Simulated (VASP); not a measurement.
# H4C10F in VASP: single point with PBE+D3(BJ)

Aim: the single point of H4C10F with PBE+D3(BJ).

Everything below comes from runs of VASP 6.6.1. Logs are shortened: lines on timing, memory, paths and dates and some standing lists are left out, and cuts for length are marked.

**1. The cell of the first run**

The cell holds a slab with vacuum, 30 atoms: a = 5.049 Å, b = 5.049 Å, c = 17.165 Å, α = 90.00°, β = 90.00°, γ = 90.00°.

**2. Single point, PBE+D3(BJ)**

The input, INCAR:

```
SYSTEM = H4C10F
ALGO     = Normal         ! electronic algorithm
EDIFF    = 1E-6           ! SCF threshold, eV
ENCUT    = 520            ! plane-wave cutoff, eV
GGA      = PE             ! functional
ISIF     = 2              ! what is computed and relaxed
ISMEAR   = -1             ! smearing method
IVDW     = 12             ! dispersion correction
LASPH    = .TRUE.         ! aspherical terms in the spheres
LCHARG   = .FALSE.        ! write CHGCAR
LREAL    = Auto         
LWAVE    = .FALSE.        ! write WAVECAR
NBANDS   = 72             ! bands
NELM     = 80             ! most SCF steps
PREC     = Accurate       ! precision mode
SIGMA    = 0.02           ! smearing width, eV
```

The input, KPOINTS:

```
k-points
0
G
  2 2 1
  0 0 0
```

The input, POSCAR:

```
H4C10F
1.0
    5.0487420000      0.0000000000      0.0000000000
    0.0000000000      5.0487420000      0.0000000000
    0.0000000000      0.0000000000     17.1647000000
H C F
8 20 2
Direct
    0.4277868000      0.0000000000      0.0582591000
    0.0722132000      0.0000000000      0.0582591000
    0.9277868000      0.0000000000      0.0582591000
    0.5722132000      0.0000000000      0.0582591000
    0.4277868000      0.5000000000      0.0582591000
    0.0722132000      0.5000000000      0.0582591000
    0.9277868000      0.5000000000      0.0582591000
    0.5722132000      0.5000000000      0.0582591000
    0.2500000000      0.0000000000      0.0952362000
    0.7500000000      0.0000000000      0.0952362000
    0.2500000000      0.5000000000      0.0952362000
    0.7500000000      0.5000000000      0.0952362000
    0.2500000000      0.2500000000      0.1472324000
    0.7500000000      0.2500000000      0.1472324000
    0.2500000000      0.7500000000      0.1472324000
    0.7500000000      0.7500000000      0.1472324000
    0.0047108475      0.2500372799      0.1947592576
    0.4952961832      0.2500177611      0.1947599660
   -0.0005335723      0.7500417733      0.2039285112
    0.5005336331      0.7500198166      0.2039318248
    0.0016631266      0.0153822311      0.2528606210
    0.4983383138      0.0153709750      0.2528691820
    0.0016773585      0.4847303326      0.2528570196
    0.4983505752      0.4847174121      0.2528565418
    0.2499997168      0.0886333734      0.2996241580
    0.7500044684      0.1129639036      0.2923414643
    0.2500248482      0.4115304731      0.2996168822
    0.7500128538      0.3871344241      0.2923360802
    0.2499430077      0.9992535621      0.3747975106
    0.2500690829      0.5010246246      0.3747795617
```

Potentials or basis: VASP PAW PBE potentials, release 64 (H, C, F).

On the command line:

```sh
$ cat potpaw_PBE.64/H/POTCAR potpaw_PBE.64/C/POTCAR potpaw_PBE.64/F/POTCAR > POTCAR
$ mpirun -np 1 vasp_std > vasp.out
```

OUTCAR:

```text
SYSTEM = H4C10F
   EDIFF = 1E-6
   ENCUT = 520
   GGA = PE
   ISIF = 2
   ISMEAR = -1
   IVDW = 12
   LASPH = .TRUE.
   LREAL = Auto
   NELM = 80
   PREC = Accurate
 IVDW          = 12

 ion  position               nearest neighbor table
   1  0.428  0.000  0.058-   4 0.73   9 1.10
   2  0.072  0.000  0.058-   3 0.73   9 1.10
   3  0.928  0.000  0.058-   2 0.73  10 1.10
   4  0.572  0.000  0.058-   1 0.73  10 1.10
   5  0.428  0.500  0.058-   8 0.73  11 1.10
   6  0.072  0.500  0.058-   7 0.73  11 1.10
   7  0.928  0.500  0.058-   6 0.73  12 1.10
   8  0.572  0.500  0.058-   5 0.73  12 1.10
   9  0.250  0.000  0.095-   1 1.10   2 1.10  13 1.55  15 1.55
  10  0.750  0.000  0.095-   3 1.10   4 1.10  14 1.55  16 1.55
  11  0.250  0.500  0.095-   5 1.10   6 1.10  13 1.55  15 1.55
  12  0.750  0.500  0.095-   7 1.10   8 1.10  14 1.55  16 1.55
  13  0.250  0.250  0.147-  17 1.48  18 1.48   9 1.55  11 1.55
  14  0.750  0.250  0.147-  18 1.52  17 1.52  10 1.55  12 1.55
[... 9 lines left out ...]
  24  0.498  0.485  0.253-  28 1.52  27 1.53  18 1.55  20 1.58
  25  0.250  0.089  0.300-  29 1.37  22 1.53  21 1.53  27 1.63
  26  0.750  0.113  0.292-  28 1.38  22 1.52  21 1.52
  27  0.250  0.412  0.300-  30 1.37  24 1.53  23 1.53  25 1.63
  28  0.750  0.387  0.292-  26 1.38  24 1.52  23 1.52
  29  0.250  0.999  0.375-  25 1.37
  30  0.250  0.501  0.375-  27 1.37

  LATTYP: Found a simple tetragonal cell.
 ALAT       =     5.0487420000
 C/A-ratio  =     3.3997974149

  Lattice vectors:

 A1 = (   5.0487420000,   0.0000000000,   0.0000000000)
 A2 = (   0.0000000000,   5.0487420000,   0.0000000000)
 A3 = (   0.0000000000,   0.0000000000,  17.1647000000)

Analysis of symmetry for initial positions (statically):
=====================================================================
 Subroutine PRICEL returns:
 Original cell was already a primitive cell.

 Routine SETGRP: Setting up the symmetry group for a
 simple tetragonal supercell.

 Subroutine GETGRP returns: Found  1 space group operations
 (whereof  1 operations were pure point group operations)
 out of a pool of 16 trial point group operations.

The static configuration has the point symmetry C_1 .

Analysis of symmetry for dynamics (positions and initial velocities):
=====================================================================
 Subroutine PRICEL returns:
 Original cell was already a primitive cell.

 Routine SETGRP: Setting up the symmetry group for a
 simple tetragonal supercell.

 Subroutine GETGRP returns: Found  1 space group operations
 (whereof  1 operations were pure point group operations)
 out of a pool of 16 trial point group operations.

The dynamic configuration has the point symmetry C_1 .

 Subroutine INISYM returns: Found  1 space group operations
 (whereof  1 operations are pure point group operations),
 and found     1 'primitive' translations

----------------------------------------------------------------------------------------

                                     Primitive cell

  volume of cell :     437.5247

  direct lattice vectors                    reciprocal lattice vectors
     5.048742000  0.000000000  0.000000000     0.198069143  0.000000000  0.000000000
     0.000000000  5.048742000  0.000000000     0.000000000  0.198069143  0.000000000
     0.000000000  0.000000000 17.164700000     0.000000000  0.000000000  0.058259102

  length of vectors
     5.048742000  5.048742000 17.164700000     0.198069143  0.198069143  0.058259102

  position of ions in fractional coordinates (direct lattice)
     0.427786800  0.000000000  0.058259100
     0.072213200  0.000000000  0.058259100
     0.927786800  0.000000000  0.058259100
     0.572213200  0.000000000  0.058259100
     0.427786800  0.500000000  0.058259100
     0.072213200  0.500000000  0.058259100
[... 22 lines left out ...]
     0.249943008  0.999253562  0.374797511
     0.250069083  0.501024625  0.374779562

  ion indices of the primitive-cell ions
   primitive index   ion index
                 1           1
                 2           2
                 3           3
                 4           4
                 5           5
                 6           6
[... 22 lines left out ...]
                29          29
                30          30

----------------------------------------------------------------------------------------

 KPOINTS: k-points

Automatic generation of k-mesh.
 Grid dimensions read from file:
 generate k-points for:    2    2    1

 Generating k-lattice:

  Cartesian coordinates                     Fractional coordinates (reciprocal lattice)
     0.099034571  0.000000000  0.000000000     0.500000000  0.000000000  0.000000000
     0.000000000  0.099034571  0.000000000     0.000000000  0.500000000  0.000000000
     0.000000000  0.000000000  0.058259102     0.000000000  0.000000000  1.000000000

  Length of vectors
     0.099034571  0.099034571  0.058259102

  Shift w.r.t. Gamma in fractional coordinates (k-lattice)
     0.000000000  0.000000000  0.000000000

 Subroutine IBZKPT returns following result:
 ===========================================

 Found      4 irreducible k-points:

 Following reciprocal coordinates:
            Coordinates               Weight
  0.000000  0.000000  0.000000      1.000000
  0.500000  0.000000  0.000000      1.000000
  0.000000  0.500000  0.000000      1.000000
  0.500000  0.500000  0.000000      1.000000
   k-points           NKPTS =      4   k-points in BZ     NKDIM =      4   number of bands    NBANDS=     72
   number of dos      NEDOS =    301   number of ions     NIONS =     30
   total plane-waves  NPLWV = 204800
   dimension x,y,z NGX =    40 NGY =   40 NGZ =  128
   dimension x,y,z NGXF=    80 NGYF=   80 NGZF=  256
   ions per type =               8  20   2
   NGX,Y,Z   is equivalent  to a cutoff of  13.17, 13.17, 12.40 a.u.
   NGXF,Y,Z  is equivalent  to a cutoff of  26.34, 26.34, 24.79 a.u.
 SYSTEM =  H4C10F
   PREC   = accura    normal or accurate (medium, high low for compatibility)
   ISTART =      0    job   : 0-new  1-cont  2-samecut
   ICHARG =      2    charge: 1-file 2-atom 10-const
   ISPIN  =      1    spin polarized calculation?
   LNONCOLLINEAR =      F non collinear calculations
   LSORBIT =      F    spin-orbit coupling
   LASPH  =      T    aspherical Exc in radial PAW
   ENCUT  =  520.0 eV  38.22 Ry    6.18 a.u.   9.39  9.39 31.91*2*pi/ulx,y,z
   NELM   =     80;   NELMIN=  2; NELMDL= -5     # of ELM steps
   EDIFF  = 0.1E-05   stopping-criterion for ELM
   LREAL  =      T    real-space projection
   EDIFFG = 0.1E-04   stopping-criterion for IOM
   NSW    =      0    number of steps for IOM
[... 5 lines left out ...]
   TEBEG  =    0.0;   TEEND  =   0.0 temperature during run
   PSTRESS=    0.0 pullay stress
   NELECT =     102.0000    total number of electrons
   NUPDOWN=      -1.0000    fix difference up-down
   EMIN   =  10.00;   EMAX   =-10.00  energy-range for DOS
   EFERMI =   0.00;   METHOD = LEGACY
   ISMEAR =    -1;   SIGMA  =   0.02  broadening in eV -4-tet -1-fermi 0-gaus
   EFERMI_NEDOS =   21; number of points for ismear=-14 and -15
   IALGO  =     38    algorithm
   IMIX   =      4    mixing-type and parameters
     AMIX     =   0.40;   BMIX     =  1.00
     AMIX_MAG =   1.60;   BMIX_MAG =  1.00
  volume/ion in A,a.u.               =      14.58        98.42
  Fermi-wavevector in a.u.,A,eV,Ry     =   1.007567  1.904026 13.812522  1.015192
  Thomas-Fermi vector in A             =   2.140380
   LORBIT       =      0    0 simple, 1 ext, 2 COOP (PROOUT), +10 PAW based schemes
   GGA     = PE    functional components
   LHFCALC =     F    Hartree Fock is set to
   AEXX    =    0.0000 exact exchange contribution
   IVDW    =    12    specifies the selected vdW correction
   LEPSILON=     F    determine dielectric tensor
   LRPA    =     F    only Hartree local field effects (RPA)
 non-spin polarized calculation
  energy-cutoff  :      520.00
  volume of cell :      437.52
 maximum number of plane-waves:     11843
 NGX is ok and might be reduce to    40
   NGX = 19   NGY = 19   NGZ = 63

 number of electron     102.0000015 magnetization

 Free energy of the ion-electron system (eV)
  ---------------------------------------------------
  ext. energy  EPLUGINS =         0.00000000
  ---------------------------------------------------
  free energy    TOTEN  =      -199.98783836 eV

  energy without entropy =     -199.98783836  energy(sigma->0) =     -199.98783836

 E-fermi :   0.5845     XC(G=0):  -5.1886

 val. band max:        0.0291659934   @ k =   0.0000   0.5000   0.0000
 cond. band min:       1.3477304040   @ k =   0.0000   0.5000   0.0000
 fundamental gap:      1.3185644107
 Fermi energy:         0.5845124470

 k-point     1 :       0.0000    0.0000    0.0000
  band No.  band energies     occupation
      1     -26.0869      2.00000
      2     -25.4918      2.00000
      3     -21.2493      2.00000
      4     -18.9673      2.00000
      5     -17.1076      2.00000
      6     -16.7041      2.00000
[... 55 lines left out ...]
     62       5.3332      0.00000
     63       5.9244      0.00000

 k-point     2 :       0.5000    0.0000    0.0000
  band No.  band energies     occupation
      1     -26.0820      2.00000
      2     -25.4909      2.00000
      3     -20.2086      2.00000
      4     -20.0596      2.00000
      5     -17.9656      2.00000
      6     -17.7380      2.00000
[... 55 lines left out ...]
     62       6.0386      0.00000
     63       6.1212      0.00000

 k-point     3 :       0.0000    0.5000    0.0000
  band No.  band energies     occupation
      1     -25.9350      2.00000
      2     -25.6618      2.00000
      3     -20.7305      2.00000
      4     -19.3191      2.00000
      5     -18.2360      2.00000
      6     -16.8066      2.00000
[... 55 lines left out ...]
     62       6.1095      0.00000
     63       6.2372      0.00000

 k-point     4 :       0.5000    0.5000    0.0000
  band No.  band energies     occupation
      1     -25.9307      2.00000
      2     -25.6605      2.00000
      3     -19.7460      2.00000
      4     -19.5085      2.00000
      5     -18.2021      2.00000
      6     -18.1818      2.00000
[... 55 lines left out ...]
     62       6.4857      0.00000
     63       6.9283      0.00000
 [bands above 63 left out]

------------------------ aborting loop because EDIFF is reached ----------------------------------------

 Edisp (eV)   -3.23462

 E8    (eV) :    -0.9299

  FORCE on cell =-STRESS in cart. coord.  units (eV):
  Direction    XX          YY          ZZ          XY          YZ          ZX
  --------------------------------------------------------------------------------------
  -------------------------------------------------------------------------------------
  Total      73.41727    -6.20516    -4.14645    -0.00429    -0.02418    -0.00445
  in kB     268.84763   -22.72274   -15.18392    -0.01571    -0.08855    -0.01628
  external pressure =       76.98 kB  Pullay stress =        0.00 kB

 VOLUME and BASIS-vectors are now :
 -----------------------------------------------------------------------------
  energy-cutoff  :      520.00
  volume of cell :      437.52
      direct lattice vectors                 reciprocal lattice vectors
     5.048742000  0.000000000  0.000000000     0.198069143  0.000000000  0.000000000
     0.000000000  5.048742000  0.000000000     0.000000000  0.198069143  0.000000000
     0.000000000  0.000000000 17.164700000     0.000000000  0.000000000  0.058259102

 POSITION                                       TOTAL-FORCE (eV/Angst)
 -----------------------------------------------------------------------------------
      2.15979      0.00000      1.00000        -8.962353     -0.056541      0.091754
      0.36459      0.00000      1.00000         8.962336     -0.056681      0.091780
      4.68416      0.00000      1.00000        -8.949027     -0.039148      0.097756
      2.88896      0.00000      1.00000         8.949032     -0.039024      0.097791
      2.15979      2.52437      1.00000        -8.962315      0.056921      0.091761
      0.36459      2.52437      1.00000         8.962336      0.056816      0.091791
[... 22 lines left out ...]
      1.26190      5.04497      6.43329         0.000511     -0.122216      0.345725
      1.26253      2.52954      6.43298        -0.000814      0.122048      0.345138
 -----------------------------------------------------------------------------------
    total drift:                               -0.000353     -0.000773     -0.058224

  FREE ENERGIE OF THE ION-ELECTRON SYSTEM (eV)
  ---------------------------------------------------
  free  energy   TOTEN  =      -203.2224549148 eV

  energy  without entropy=     -203.2224549148  energy(sigma->0) =     -203.22245491
```

Wall time 7.2 min (1 thread of AMD EPYC 7R43 (Zen 3), shared host); peak memory 0.49 GiB.

What came out:

```
Free energy                : -203.2225 eV
Largest force              : 8.963 eV/Å
Band gap on the k mesh     : 1.32 eV
Dispersion energy per atom : -0.108 eV
```

Forces in eV/Å, atoms in the order of the input:
```
H   -8.962 -0.057  0.092
H    8.962 -0.057  0.092
H   -8.949 -0.039  0.098
H    8.949 -0.039  0.098
H   -8.962  0.057  0.092
H    8.962  0.057  0.092
H   -8.949  0.039  0.098
H    8.949  0.039  0.098
C    0.000 -0.188  0.955
C    0.000 -0.116  1.070
C    0.000  0.188  0.955
C    0.000  0.116  1.070
C    0.001  0.001 -3.835
C    0.000  0.002 -2.705
C    0.000  0.003  0.816
C    0.000  0.003  0.783
C   -0.019 -0.001 -0.001
C    0.019  0.000 -0.001
C    0.015 -0.002  0.017
C   -0.014  0.002  0.016
C    0.003 -0.026 -0.012
C   -0.002 -0.028 -0.014
C    0.001  0.025 -0.012
C   -0.002  0.026 -0.014
C   -0.001  0.088 -0.294
C    0.001 -0.057  0.025
C   -0.001 -0.093 -0.294
C    0.000  0.057  0.026
F    0.001 -0.122  0.346
F   -0.001  0.122  0.345
```

Levels at points of the mesh, in eV from the valence-band top:
| k point | band 47 | band 48 | band 49 | band 50 | band 51 | band 52 | band 53 | band 54 | band 55 | band 56 |
| --- | --- | --- | --- | --- | --- | --- | --- | --- | --- | --- |
| (0.00, 0.00, 0.00) | -2.50 | -2.46 | -1.20 | -0.56 | -0.08 | 1.54 | 2.39 | 3.82 | 4.02 | 4.02 |
| (0.50, 0.00, 0.00) | -2.50 | -2.40 | -2.29 | -2.20 | -1.11 | 1.71 | 3.58 | 3.60 | 4.54 | 4.79 |
| (0.00, 0.50, 0.00) | -2.70 | -2.27 | -1.05 | -0.30 | 0.00 | 1.32 | 3.29 | 3.31 | 3.82 | 3.82 |
| (0.50, 0.50, 0.00) | -3.06 | -3.04 | -2.99 | -2.39 | -0.85 | 1.60 | 4.27 | 4.29 | 4.35 | 4.35 |

Caveat: the k points lie up to 0.62 Å⁻¹ apart.
